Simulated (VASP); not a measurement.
# Mg (Fm-3m) in VASP: notebook

Runs on Mg. Level: LDA. Tasks: single point.

Everything below comes from runs of VASP 6.6.1. Logs are shortened: lines on timing, memory, paths and dates and some standing lists are left out, and cuts for length are marked.

**1. The cell of the first run**

It takes space group Fm-3m (No. 225, cubic). Conventional cell: a = 3.936 Å, b = 3.936 Å, c = 3.936 Å, α = 90.00°, β = 90.00°, γ = 90.00°. Within 3.7 Å of Mg (site symmetry m-3m) lie 12 Mg at 2.78 Å.

**2. Single point, LDA (volume scaled by 0.7)**

Contents of INCAR:

```
SYSTEM = Mg
ALGO = Normal
EDIFF = 1E-6
ENCUT = 520
GGA = CA
ISIF = 2
ISMEAR = -1
LASPH = .TRUE.
LCHARG = .FALSE.
LREAL = .FALSE.
LWAVE = .FALSE.
NBANDS = 7
NELM = 80
PREC = Accurate
SIGMA = 0.05
```

Contents of KPOINTS:

```
k-points
0
G
  16 16 16
  0 0 0
```

Contents of POSCAR:

```
Mg
1.0
    0.0000000000      1.9680081872      1.9680081872
    1.9680081872      0.0000000000      1.9680081872
    1.9680081872      1.9680081872      0.0000000000
Mg
1
Direct
    0.0000000000      0.0000000000      0.0000000000
```

Potentials or basis: VASP PAW LDA potentials, release 64 (Mg).

Run with:

```
$ cat potpaw_LDA.64/Mg/POTCAR > POTCAR
$ mpirun -np 1 vasp_std > vasp.out
```

OUTCAR:

```text
SYSTEM = Mg
   EDIFF = 1E-6
   ENCUT = 520
   GGA = CA
   ISIF = 2
   ISMEAR = -1
   LASPH = .TRUE.
   LREAL = .FALSE.
   NELM = 80
   PREC = Accurate

 ion  position               nearest neighbor table
   1  0.000  0.000  0.000-

  LATTYP: Found a face centered cubic cell.
 ALAT       =     3.9360163744

  Lattice vectors:

 A1 = (   0.0000000000,   1.9680081872,   1.9680081872)
 A2 = (   1.9680081872,   0.0000000000,   1.9680081872)
 A3 = (   1.9680081872,   1.9680081872,   0.0000000000)

Analysis of symmetry for initial positions (statically):
=====================================================================
 Subroutine PRICEL returns:
 Original cell was already a primitive cell.

 Routine SETGRP: Setting up the symmetry group for a
 face centered cubic supercell.

 Subroutine GETGRP returns: Found 48 space group operations
 (whereof 48 operations were pure point group operations)
 out of a pool of 48 trial point group operations.

The static configuration has the point symmetry O_h .

Analysis of symmetry for dynamics (positions and initial velocities):
=====================================================================
 Subroutine PRICEL returns:
 Original cell was already a primitive cell.

 Routine SETGRP: Setting up the symmetry group for a
 face centered cubic supercell.

 Subroutine GETGRP returns: Found 48 space group operations
 (whereof 48 operations were pure point group operations)
 out of a pool of 48 trial point group operations.

The dynamic configuration has the point symmetry O_h .

 Subroutine INISYM returns: Found 48 space group operations
 (whereof 48 operations are pure point group operations),
 and found     1 'primitive' translations

----------------------------------------------------------------------------------------

                                     Primitive cell

  volume of cell :      15.2444

  direct lattice vectors                    reciprocal lattice vectors
     0.000000000  1.968008187  1.968008187    -0.254063984  0.254063984  0.254063984
     1.968008187  0.000000000  1.968008187     0.254063984 -0.254063984  0.254063984
     1.968008187  1.968008187  0.000000000     0.254063984  0.254063984 -0.254063984

  length of vectors
     2.783183869  2.783183869  2.783183869     0.440051728  0.440051728  0.440051728

  position of ions in fractional coordinates (direct lattice)
     0.000000000  0.000000000  0.000000000

  ion indices of the primitive-cell ions
   primitive index   ion index
                 1           1

----------------------------------------------------------------------------------------

 KPOINTS: k-points

Automatic generation of k-mesh.
 Grid dimensions read from file:
 generate k-points for:   16   16   16

 Generating k-lattice:

  Cartesian coordinates                     Fractional coordinates (reciprocal lattice)
    -0.015878999  0.015878999  0.015878999     0.062500000  0.000000000  0.000000000
     0.015878999 -0.015878999  0.015878999     0.000000000  0.062500000  0.000000000
     0.015878999  0.015878999 -0.015878999     0.000000000  0.000000000  0.062500000

  Length of vectors
     0.027503233  0.027503233  0.027503233

  Shift w.r.t. Gamma in fractional coordinates (k-lattice)
     0.000000000  0.000000000  0.000000000

 Subroutine IBZKPT returns following result:
 ===========================================

 Found    145 irreducible k-points:

 Following reciprocal coordinates:
            Coordinates               Weight
  0.000000  0.000000  0.000000      1.000000
  0.062500  0.000000  0.000000      8.000000
  0.125000  0.000000  0.000000      8.000000
  0.187500  0.000000  0.000000      8.000000
  0.250000  0.000000  0.000000      8.000000
  0.312500  0.000000  0.000000      8.000000
[... 16 lines left out ...]
 -0.125000  0.062500  0.000000     24.000000
 -0.062500  0.062500  0.000000     12.000000
 [... further k-points ...]
   k-points           NKPTS =    145   k-points in BZ     NKDIM =    145   number of bands    NBANDS=      7
   number of dos      NEDOS =    301   number of ions     NIONS =      1
   total plane-waves  NPLWV =  13824
   dimension x,y,z NGX =    24 NGY =   24 NGZ =   24
   dimension x,y,z NGXF=    48 NGYF=   48 NGZF=   48
   ions per type =               1
   NGX,Y,Z   is equivalent  to a cutoff of  14.34, 14.34, 14.34 a.u.
   NGXF,Y,Z  is equivalent  to a cutoff of  28.67, 28.67, 28.67 a.u.
 SYSTEM =  Mg
   PREC   = accura    normal or accurate (medium, high low for compatibility)
   ISTART =      0    job   : 0-new  1-cont  2-samecut
   ICHARG =      2    charge: 1-file 2-atom 10-const
   ISPIN  =      1    spin polarized calculation?
   LNONCOLLINEAR =      F non collinear calculations
   LSORBIT =      F    spin-orbit coupling
   LASPH  =      T    aspherical Exc in radial PAW
   ENCUT  =  520.0 eV  38.22 Ry    6.18 a.u.   5.17  5.17  5.17*2*pi/ulx,y,z
   NELM   =     80;   NELMIN=  2; NELMDL= -5     # of ELM steps
   EDIFF  = 0.1E-05   stopping-criterion for ELM
   LREAL  =      F    real-space projection
   EDIFFG = 0.1E-04   stopping-criterion for IOM
   NSW    =      0    number of steps for IOM
   IBRION =     -1    ionic relax: 0-MD 1-quasi-New 2-CG
   NFREE  =      0    steps in history (QN), initial steepest desc. (CG)
   ISIF   =      2    stress and relaxation
   ISYM   =      2    0-nonsym 1-usesym 2-fastsym
   POTIM  = 0.5000    time-step for ionic-motion
   TEBEG  =    0.0;   TEEND  =   0.0 temperature during run
   PSTRESS=    0.0 pullay stress
   NELECT =       2.0000    total number of electrons
   NUPDOWN=      -1.0000    fix difference up-down
   EMIN   =  10.00;   EMAX   =-10.00  energy-range for DOS
   EFERMI =   0.00;   METHOD = LEGACY
   ISMEAR =    -1;   SIGMA  =   0.05  broadening in eV -4-tet -1-fermi 0-gaus
   EFERMI_NEDOS =   21; number of points for ismear=-14 and -15
   IALGO  =     38    algorithm
   IMIX   =      4    mixing-type and parameters
     AMIX     =   0.40;   BMIX     =  1.00
     AMIX_MAG =   1.60;   BMIX_MAG =  1.00
  volume/ion in A,a.u.               =      15.24       102.87
  Fermi-wavevector in a.u.,A,eV,Ry     =   0.831856  1.571979  9.415010  0.691984
  Thomas-Fermi vector in A             =   1.944813
   LORBIT       =      0    0 simple, 1 ext, 2 COOP (PROOUT), +10 PAW based schemes
   GGA     = CA    functional components
   LHFCALC =     F    Hartree Fock is set to
   AEXX    =    0.0000 exact exchange contribution
   IVDW    =     0    specifies the selected vdW correction
   LEPSILON=     F    determine dielectric tensor
   LRPA    =     F    only Hartree local field effects (RPA)
 non-spin polarized calculation
  energy-cutoff  :      520.00
  volume of cell :       15.24
 maximum number of plane-waves:       424
 NGX is ok and might be reduce to    24

 number of electron       2.0000000 magnetization

 Free energy of the ion-electron system (eV)
  ---------------------------------------------------
  ext. energy  EPLUGINS =         0.00000000
  ---------------------------------------------------
  free energy    TOTEN  =        -1.38496676 eV

  energy without entropy =       -1.38171953  energy(sigma->0) =       -1.38334314

 E-fermi :   4.9719     XC(G=0): -10.1053

 val. band max:        4.9619021756   @ k =  -0.4375   0.4375   0.0000
 cond. band min:       4.9873938290   @ k =   0.4375   0.0000   0.0000
 fundamental gap:      0.0254916533
 Fermi energy:         4.9719316645

 k-point     1 :       0.0000    0.0000    0.0000
  band No.  band energies     occupation
      1      -3.8655      2.00000
      2      20.0177      0.00000
      3      20.0177      0.00000
      4      20.0177      0.00000
      5      23.1627      0.00000
      6      24.4391      0.00000
      7      24.4391      0.00000

 k-point     2 :       0.0625    0.0000    0.0000
  band No.  band energies     occupation
      1      -3.7511      2.00000
      2      18.5067      0.00000
      3      19.9083      0.00000
      4      19.9083      0.00000
      5      23.5990      0.00000
      6      24.6550      0.00000
      7      24.6550      0.00000

 k-point     3 :       0.1250    0.0000    0.0000
  band No.  band energies     occupation
      1      -3.4092      2.00000
      2      16.0627      0.00000
      3      19.6455      0.00000
      4      19.6455      0.00000
      5      23.2130      0.00000
      6      25.0164      0.00000
      7      25.0164      0.00000

 k-point     4 :       0.1875    0.0000    0.0000
  band No.  band energies     occupation
      1      -2.8436      2.00000
      2      13.5836      0.00000
      3      19.3395      0.00000
      4      19.3395      0.00000
      5      22.6741      0.00000
      6      24.5142      0.00000
      7      24.5142      0.00000

 k-point     5 :       0.2500    0.0000    0.0000
  band No.  band energies     occupation
      1      -2.0605      2.00000
      2      11.2026      0.00000
      3      19.0616      0.00000
      4      19.0616      0.00000
      5      22.2197      0.00000
      6      23.6033      0.00000
      7      23.6033      0.00000

 k-point     6 :       0.3125    0.0000    0.0000
  band No.  band energies     occupation
      1      -1.0684      2.00000
      2       8.9607      0.00000
      3      18.8429      0.00000
      4      18.8429      0.00000
      5      21.9115      0.00000
      6      22.7930      0.00000
      7      22.7930      0.00000

 k-point     7 :       0.3750    0.0000    0.0000
  band No.  band energies     occupation
      1       0.1202      2.00000
      2       6.8792      0.00000
      3      18.6920      0.00000
      4      18.6920      0.00000
      5      21.7494      0.00000
      6      22.1805      0.00000
      7      22.1805      0.00000

 k-point     8 :       0.4375    0.0000    0.0000
  band No.  band energies     occupation
      1       1.4769      2.00000
      2       4.9874      0.84660
      3      18.6062      0.00000
      4      18.6062      0.00000
      5      21.6937      0.00000
      6      21.8008      0.00000
      7      21.8008      0.00000

 k-point     9 :       0.5000    0.0000    0.0000
  band No.  band energies     occupation
      1       2.6105      2.00000
      2       3.6757      2.00000
      3      18.5788      0.00000
      4      18.5788      0.00000
      5      21.6721      0.00000
      6      21.6721      0.00000
      7      21.6854      0.00000

 k-point    10 :       0.0625    0.0625    0.0000
  band No.  band energies     occupation
      1      -3.7130      2.00000
      2      18.8545      0.00000
      3      19.3882      0.00000
      4      19.3882      0.00000
      5      23.5821      0.00000
      6      24.6269      0.00000
      7      25.3388      0.00000

 k-point    11 :       0.1250    0.0625    0.0000
  band No.  band energies     occupation
      1      -3.4471      2.00000
      2      16.8543      0.00000
      3      18.8771      0.00000
      4      19.4325      0.00000
      5      23.0159      0.00000
      6      24.7089      0.00000
      7      25.6932      0.00000
[... 51 lines left out ...]
 k-point    17 :       0.5000    0.0625    0.0000
  band No.  band energies     occupation
      1       2.4701      2.00000
      2       4.0177      2.00000
      3      17.2642      0.00000
      4      18.1066      0.00000
      5      21.0153      0.00000
      6      22.3392      0.00000
      7      23.1437      0.00000

 k-point    18 :      -0.4375    0.0625    0.0000
  band No.  band energies     occupation
      1       2.0371      2.00000
      2       4.5098      1.99981
      3      17.0179      0.00000
      4      18.4492      0.00000
      5      21.3379      0.00000
      6      22.0154      0.00000
      7      23.0836      0.00000

 k-point    19 :      -0.3750    0.0625    0.0000
  band No.  band energies     occupation
      1       0.6506      2.00000
      2       6.3101      0.00000
      3      16.8964      0.00000
      4      18.9113      0.00000
      5      21.8277      0.00000
      6      21.8758      0.00000
      7      23.1036      0.00000

 k-point    20 :      -0.3125    0.0625    0.0000
  band No.  band energies     occupation
      1      -0.5968      2.00000
      2       8.3260      0.00000
      3      16.9152      0.00000
      4      19.4460      0.00000
      5      21.9497      0.00000
      6      22.3778      0.00000
      7      23.3464      0.00000

 k-point    21 :      -0.2500    0.0625    0.0000
  band No.  band energies     occupation
      1      -1.6543      2.00000
      2      10.5035      0.00000
      3      17.0826      0.00000
      4      19.9577      0.00000
      5      22.2916      0.00000
      6      22.8541      0.00000
      7      23.9483      0.00000

 k-point    22 :      -0.1875    0.0625    0.0000
  band No.  band energies     occupation
      1      -2.5067      2.00000
      2      12.8123      0.00000
      3      17.4042      0.00000
      4      20.3259      0.00000
      5      22.9211      0.00000
      6      23.3134      0.00000
      7      24.7634      0.00000

 k-point    23 :      -0.1250    0.0625    0.0000
  band No.  band energies     occupation
      1      -3.1446      2.00000
      2      15.1841      0.00000
      3      17.8988      0.00000
      4      20.4640      0.00000
      5      23.6685      0.00000
      6      23.8226      0.00000
      7      25.2105      0.00000

 k-point    24 :      -0.0625    0.0625    0.0000
  band No.  band energies     occupation
      1      -3.5609      2.00000
      2      17.3274      0.00000
      3      18.7144      0.00000
      4      20.3137      0.00000
      5      24.0945      0.00000
      6      24.1915      0.00000
      7      24.7232      0.00000

 [... further k-points ...]

------------------------ aborting loop because EDIFF is reached ----------------------------------------

  FORCE on cell =-STRESS in cart. coord.  units (eV):
  Direction    XX          YY          ZZ          XY          YZ          ZX
  --------------------------------------------------------------------------------------
  -------------------------------------------------------------------------------------
  Total        2.6324901      2.6324901      2.6324901     -0.0000000     -0.0000000      0.0000000
  in kB      276.6729096    276.6729096    276.6729096     -0.0000000     -0.0000000      0.0000000
  external PRESSURE =     276.6729096 kB  Pullay stress =       0.0000000 kB

 VOLUME and BASIS-vectors are now :
 -----------------------------------------------------------------------------
  energy-cutoff  :      520.00
  volume of cell :       15.24
      direct lattice vectors                 reciprocal lattice vectors
     0.000000000  1.968008187  1.968008187    -0.254063984  0.254063984  0.254063984
     1.968008187  0.000000000  1.968008187     0.254063984 -0.254063984  0.254063984
     1.968008187  1.968008187  0.000000000     0.254063984  0.254063984 -0.254063984

 POSITION                                       TOTAL-FORCE (eV/Angst)
 -----------------------------------------------------------------------------------
      0.00000      0.00000      0.00000         0.000000     -0.000000      0.000000
 -----------------------------------------------------------------------------------
    total drift:                                0.000000     -0.000000     -0.000000

  FREE ENERGIE OF THE ION-ELECTRON SYSTEM (eV)
  ---------------------------------------------------
  free  energy   TOTEN  =        -1.3849667568 eV

  energy  without entropy=       -1.3817195325  energy(sigma->0) =       -1.38334314
```

Run time: 15 s. Hardware: 1 thread of Intel Xeon 8259CL, shared host; peak memory 0.14 GiB.

What came out:

| Quantity | Value |
| --- | --- |
| Free energy | -1.3850 eV |
| Pressure | 27.7 GPa |
| Band gap on the k mesh | zero (band 1 reaches 6.71 eV, above the bottom of band 2 at 3.68 eV) |

Levels at points of the mesh, in eV from the Fermi level:
```csv
k point,band 1,band 2,band 3,band 4,band 5
"(0.00, 0.00, 0.00)",-8.84,15.05,15.05,15.05,18.19
"(0.50, 0.00, 0.00)",-2.36,-1.30,13.61,13.61,16.70
"(0.50, 0.50, 0.00)",-0.26,0.92,6.84,9.41,9.41
```

**3. Single point, LDA (volume scaled by 0.7)**

Contents of INCAR:

```
PREC = Accurate ; ENCUT = 520
EDIFF = 1E-7 ; ISMEAR = -1
SIGMA = 0.05 ; LREAL = False
LASPH = True ; NELM = 80
ALGO = Normal ; ISIF = 2
LWAVE = False ; LCHARG = False
GGA = CA ; NBANDS = 7
```

Contents of KPOINTS:

```
Automatic mesh
0
Gamma
  16 16 16
```

POSCAR is that of step 2.

Potentials or basis: VASP PAW LDA potentials, release 64 (Mg).

Run with:

```
$ cat potpaw_LDA.64/Mg/POTCAR > POTCAR
$ mpirun -np 1 vasp_std > vasp.out
```

Wall time 20 s (1 thread of Intel Xeon 8259CL, shared host); peak memory 0.14 GiB.

Results (log left out):

| Item | Value |
| --- | --- |
| Free energy | -1.3850 eV |
| Pressure | 27.7 GPa |
| Band gap on the k mesh | zero (band 1 reaches 6.71 eV, above the bottom of band 2 at 3.68 eV) |

Levels at points of the mesh, in eV from the Fermi level:
```tsv
k point	band 1	band 2	band 3	band 4	band 5	band 6
(0.00, 0.00, 0.00)	-8.84	15.05	15.05	15.05	18.19	19.47
(0.50, 0.00, 0.00)	-2.36	-1.30	13.61	13.61	16.70	16.70
(0.50, 0.50, 0.00)	-0.26	0.92	6.84	9.41	9.41	14.44
```

(Part 1 of 2 ends here.)
